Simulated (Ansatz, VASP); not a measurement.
Be: VASP beside Ansatz

```
CELL_PARAMETERS angstrom
-1.21588 1.21588 1.21588
1.21588 -1.21588 1.21588
1.21588 1.21588 -1.21588
ATOMIC_POSITIONS crystal
Be 0.00000 0.00000 0.00000
```

Change from the starting cell: volume scaled by 0.92, crystal datasets.

Alike in both runs: task single point; functional PBE; k mesh 21 × 21 × 21; occupations fermi-dirac, width 0.08 eV; no spin polarisation.

|  | VASP | Ansatz |
| --- | --- | --- |
| version | VASP 6.6.1 | Ansatz 0.2.0 |
| potentials or method | VASP PAW PBE potentials, release 64 (Be), cutoff 600 eV | all-electron PAW with datasets made for the crystal, scalar-relativistic |

```tsv
	VASP	Ansatz	Ansatz less VASP
pressure (GPa)	12.1	11.8	-0.27
```

Ansatz ran all-electron here, and VASP with PAW potentials.
